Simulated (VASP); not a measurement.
## Si62P (a cell with a defect): single point with LDA

The system is Si62P (a cell with a defect).

```
CELL_PARAMETERS angstrom
10.86000 0.00000 0.00000
0.00000 10.86000 0.00000
0.00000 0.00000 10.86000
ATOMIC_POSITIONS crystal
Si 0.50254 0.99897 0.00374
Si 0.62593 0.12353 0.13327
Si 0.75041 0.24686 0.00373
Si 0.87497 0.37503 0.12468
Si 0.86657 0.12348 0.37386
Si 0.00314 0.99446 0.99656
Si 0.12135 0.12092 0.12606
Si 0.24951 0.24698 0.99915
Si 0.37491 0.37453 0.12481
Si 0.50247 0.49986 0.99915
Si 0.62849 0.62803 0.12603
Si 0.75493 0.74627 0.99657
Si 0.24985 0.99967 0.24996
Si 0.37315 0.12574 0.37603
Si 0.49890 0.25063 0.25239
Si 0.62378 0.37641 0.37601
Si 0.74982 0.49958 0.24984
Si 0.87373 0.62785 0.37128
Si 0.49894 0.00203 0.50085
Si 0.62369 0.12579 0.62668
Si 0.74738 0.25057 0.50085
Si 0.87497 0.37452 0.62479
Si 0.74977 0.99964 0.74987
Si 0.87367 0.12089 0.87835
Si 0.00139 0.49677 0.99834
Si 0.12627 0.62304 0.12156
Si 0.25261 0.74795 0.99843
Si 0.37434 0.87446 0.12474
Si 0.99599 0.24694 0.24927
Si 0.12340 0.37313 0.37330
Si 0.25058 0.49881 0.24988
Si 0.37623 0.62612 0.37329
Si 0.50254 0.75347 0.24929
Si 0.62602 0.88286 0.37383
Si 0.99608 0.99899 0.49724
Si 0.12327 0.12306 0.62361
Si 0.24855 0.24991 0.50032
Si 0.37472 0.37474 0.62502
Si 0.49950 0.50093 0.50026
Si 0.62635 0.62615 0.62361
Si 0.75048 0.75326 0.49724
Si 0.87493 0.87444 0.62527
Si 0.25056 0.99952 0.74915
Si 0.37616 0.12299 0.87643
Si 0.49945 0.25001 0.75131
Si 0.62648 0.37327 0.87644
Si 0.74987 0.49881 0.74907
Si 0.87821 0.62302 0.87336
Si 0.00326 0.74612 0.24509
Si 0.12150 0.87572 0.37130
Si 0.00074 0.49979 0.49730
Si 0.12578 0.62357 0.62261
Si 0.24955 0.74873 0.49736
Si 0.37489 0.87450 0.62480
Si 0.00055 0.24699 0.75026
Si 0.12588 0.37218 0.87381
Si 0.25048 0.49891 0.74922
Si 0.37719 0.62347 0.87387
Si 0.50236 0.74883 0.75031
Si 0.62850 0.87573 0.87831
Si 0.00127 0.74811 0.74716
Si 0.12638 0.87110 0.87343
P 0.75170 0.99781 0.24813
```

```json
{
  "Program": "VASP 6.6.1",
  "Task": "single point",
  "Functional": "LDA",
  "Potentials or basis": "VASP PAW LDA potentials, release 64 (Si, P)",
  "Cutoff": "520 eV",
  "k mesh": "1 × 1 × 1",
  "Occupations": "fermi-dirac, width 0.05 eV",
  "Spin": "no spin polarisation"
}
```

| Item | Value |
| --- | --- |
| Largest force | 0.041 eV/Å |

Forces on the atoms (eV/Å):
```
Si   0.002  0.011  0.011
Si   0.017 -0.023  0.028
Si  -0.006 -0.002  0.011
Si  -0.004 -0.012  0.009
Si  -0.030 -0.015 -0.021
Si  -0.006  0.020  0.011
Si  -0.002 -0.009 -0.008
Si  -0.001 -0.015 -0.004
Si  -0.002  0.005  0.017
Si   0.008  0.003 -0.003
Si   0.006  0.007 -0.004
Si  -0.018  0.007  0.006
Si   0.000 -0.003  0.001
Si  -0.002 -0.010 -0.005
Si  -0.006  0.003 -0.022
Si   0.005 -0.002 -0.006
Si  -0.005 -0.007  0.005
Si   0.001  0.004 -0.004
Si  -0.004 -0.022  0.006
Si   0.004 -0.007  0.001
Si   0.023  0.003  0.007
Si  -0.018  0.003  0.004
Si  -0.005 -0.002 -0.007
Si   0.006 -0.009  0.002
Si  -0.005  0.004  0.002
Si   0.001  0.002  0.005
Si  -0.004  0.006  0.004
Si   0.013  0.004  0.004
Si  -0.014 -0.006  0.012
Si   0.001  0.001 -0.010
Si   0.006  0.000  0.001
Si   0.002 -0.001 -0.012
Si   0.001  0.012  0.008
Si   0.020  0.030 -0.020
Si  -0.014  0.008 -0.002
Si   0.003 -0.018  0.000
Si   0.004 -0.004 -0.003
Si   0.003  0.002 -0.001
Si   0.002  0.001 -0.002
Si   0.013 -0.002 -0.005
Si  -0.012  0.018 -0.005
Si  -0.001  0.009 -0.006
Si   0.003  0.003 -0.004
Si   0.004 -0.012  0.003
Si   0.003 -0.004 -0.006
Si   0.009 -0.010 -0.002
Si  -0.001  0.001  0.002
Si  -0.007  0.004  0.006
Si  -0.008  0.012  0.014
Si  -0.003 -0.002 -0.005
Si   0.000  0.001 -0.010
Si   0.000  0.004  0.001
Si   0.000 -0.001 -0.013
Si   0.000  0.020  0.005
Si   0.000 -0.013 -0.001
Si  -0.002  0.005  0.010
Si   0.006 -0.005 -0.007
Si  -0.004  0.004  0.009
Si   0.012  0.000 -0.007
Si   0.009 -0.003  0.007
Si  -0.002  0.002 -0.001
Si  -0.005  0.009  0.002
P    0.001 -0.006 -0.007
```

Levels at points of the mesh, in eV from the Fermi level:
| k point | band 124 | band 125 | band 126 | band 127 | band 128 | band 129 |
| --- | --- | --- | --- | --- | --- | --- |
| (0.00, 0.00, 0.00) | -0.61 | -0.61 | -0.18 | 0.23 | 0.23 | 0.30 |

Run time: 12 min on 1 thread of Intel(R) Xeon(R) Platinum 8259CL CPU @ 2.50GHz (Skylake/Cascade Lake), on a shared host, peak memory 0.72 GiB.

Caveat: the k points lie up to 0.58 Å⁻¹ apart; the cell carries a net charge on a neutralising background, which shifts energy and pressure; the cell is charged against a uniform background, so pressure and absolute levels hang on convention.
